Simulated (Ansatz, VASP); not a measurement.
**TaF3: VASP beside Ansatz**

INCAR

```
PREC     = Accurate       # precision mode
ENCUT    = 600            # plane-wave cutoff, eV
EDIFF    = 1E-6           # SCF threshold, eV
ISMEAR   = -1             # smearing method
SIGMA    = 0.05           # smearing width, eV
LREAL    = F              # projectors in reciprocal space
LASPH    = T              # aspherical terms in the spheres
NELM     = 120            # most SCF steps
ALGO     = Normal         # electronic algorithm
ISIF     = 2              # what is computed and relaxed
LWAVE    = F              # write WAVECAR
LCHARG   = F              # write CHGCAR
GGA      = PE             # functional
NBANDS   = 24             # bands
GGA_COMPAT= F
```

Contents of KPOINTS:

```
Automatic mesh
0
Gamma
  8 8 8
```

Contents of POSCAR:

```
TaF3
1.0
    3.9583137000      0.0000000000      0.0000000000
    0.0000000000      3.9583137000      0.0000000000
    0.0000000000      0.0000000000      4.6167822715
Ta F
1 3
Direct
    0.0000000000      0.0000000000      0.0000000000
    0.0000000000      0.5000000000      0.0000000000
    0.5000000000      0.0000000000      0.0000000000
    0.0000000000      0.0000000000      0.5000000000
```

Input for Ansatz:

```yaml
crystal:
  lattice:
    - [3.9583136999999997, 0.0, 0.0]
    - [0.0, 3.9583136999999997, 0.0]
    - [0.0, 0.0, 4.616782271468145]
  atoms:
    - { symbol: Ta, position: [0.0, 0.0, 0.0] }
    - { symbol: F, position: [0.0, 0.5, 0.0] }
    - { symbol: F, position: [0.5, 0.0, 0.0] }
    - { symbol: F, position: [0.0, 0.0, 0.5] }
basis:
  ecutwfc: 520.0
kpoints:
  mp_grid:
    grid: [8, 8, 8]
hamiltonian:
  xc: pbe
  pseudopotentials:
    kind: paw
scf:
  occupations:
    method: fermi_dirac
    width: 0.05
output:
  stress: true
```

Alike in both runs: task single point; functional PBE; k mesh 8 × 8 × 8; occupations fermi-dirac, width 0.05 eV; no spin polarisation.

|  | VASP | Ansatz |
| --- | --- | --- |
| version | VASP 6.6.1 | Ansatz 0.2.0 |
| potentials or method | VASP PAW PBE potentials, release 64 (Ta_pv, F), cutoff 600 eV | plane waves, PAW |
| valence electrons in the cell | 32 | 34 |

|  | VASP | Ansatz | Ansatz less VASP |
| --- | --- | --- | --- |
| pressure (GPa) | 1.7 | 1.7 | +0.01 |
| traceless stress, the component that is largest in VASP (GPa) | -17.62 | -17.41 | +0.218 |

With one functional, cell and mesh, what is left measures potentials, basis and numerics. VASP's potentials hold 32 valence electrons a cell and Ansatz's 34, so a difference there can come from the potentials and not from the codes.

Neither program's run includes spin-orbit coupling.
